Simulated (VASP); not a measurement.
## Be: single point with PBEsol

Crystal: Be.

```
Be
1.0
    -1.25312    1.25312    1.25312
     1.25312   -1.25312    1.25312
     1.25312    1.25312   -1.25312
Be
1
Direct
  0.00000 0.00000 0.00000
```

| Item | Value |
| --- | --- |
| Program | VASP 6.6.1 |
| Task | single point |
| Functional | PBEsol |
| Potentials or basis | VASP PAW PBE potentials, release 64 (Be) |
| Cutoff | 520 eV |
| k mesh | 15 × 15 × 15 |
| Occupations | gaussian, width 0.1 eV |
| Spin | no spin polarisation |

```yaml
Pressure: -1.6 GPa
Band_gap_on_the_k_mesh: zero (band 1 reaches 10.95 eV, above the bottom of band 2 at 6.54 eV)
```

Levels at points of the mesh, in eV from the Fermi level:
```tsv
k point	band 1	band 2	band 3	band 4	band 5
(0.00, 0.00, 0.00)	-12.13	19.45	19.45	19.45	30.81
```

It took 6.2 s on 1 thread of AMD EPYC 7R13, on a shared host, peak memory 0.08 GiB.

Caveat: the PAW data sets were made with another functional, which shifts forces and pressure a little.
